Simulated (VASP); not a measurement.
Wanted: the native input for a VASP 6.6.1 run.

- Task: density of states
- Functional: PBE
- Potentials or basis: VASP PAW PBE potentials, release 64 (K_sv, Br)
- Cutoff: 520 eV
- k mesh: 7 × 7 × 7
- Occupations: fermi-dirac, width 0.01 eV
- Spin: no spin polarisation
- Dipole correction: no
- k mesh for the DOS: 11 × 11 × 11
- Occupations for the DOS: tetrahedron
- Further INCAR settings: ALGO = Normal; EDIFF = 1e-06; NBANDS = 15

KBr:

```xyz
2
Lattice="0.0000 3.2925 3.2925 3.2925 0.0000 3.2925 3.2925 3.2925 0.0000" Properties=species:S:1:pos:R:3 pbc="T T T"
K     0.0000    0.0000    0.0000
Br    3.2925    3.2925    3.2925
```

These files were run (other wordings do the same):

POSCAR

```
KBr
1.0
    0.0000000000      3.2925000000      3.2925000000
    3.2925000000      0.0000000000      3.2925000000
    3.2925000000      3.2925000000      0.0000000000
K Br
1 1
Direct
    0.0000000000      0.0000000000      0.0000000000
    0.5000000000      0.5000000000      0.5000000000
```

INCAR.step1

```
SYSTEM = KBr
ALGO = Normal ; EDIFF = 1E-6
ENCUT = 520 ; GGA = PE
ISIF = 2 ; ISMEAR = -1
LASPH = .TRUE. ; LCHARG = .TRUE.
LREAL = .FALSE. ; LWAVE = .FALSE.
NBANDS = 15 ; NELM = 60
PREC = Accurate ; SIGMA = 0.01
```

KPOINTS.step1

```
k-points
0
G
  7 7 7
  0 0 0
```

INCAR.step2

```
SYSTEM = KBr
ALGO = Normal ; EDIFF = 1E-6
ENCUT = 520 ; GGA = PE
ICHARG = 11 ; ISIF = 2
ISMEAR = -5 ; LASPH = .TRUE.
LCHARG = .FALSE. ; LORBIT = 11
LREAL = .FALSE. ; LWAVE = .FALSE.
NBANDS = 15 ; NEDOS = 1001
NELM = 60 ; PREC = Accurate
SIGMA = 0.01
```

KPOINTS.step2

```
k-points
0
G
  11 11 11
  0 0 0
```

Potentials or basis: VASP PAW PBE potentials, release 64 (K_sv, Br).

Run with:

```bash
$ cat potpaw_PBE.64/K_sv/POTCAR potpaw_PBE.64/Br/POTCAR > POTCAR
$ cp INCAR.step1 INCAR
$ cp KPOINTS.step1 KPOINTS
$ mpirun -np 1 vasp_std > vasp.out
$ cp INCAR.step2 INCAR
$ cp KPOINTS.step2 KPOINTS
$ mpirun -np 1 vasp_std > vasp.out
```

It gave:

```yaml
Valence_electrons_inside_the_program's_atomic_spheres: K 7.56; Br 4.91
```

Wall time 53 s on 1 thread of Intel(R) Xeon(R) 6975P-C (Granite Rapids) (shared host), peak memory 0.22 GiB.
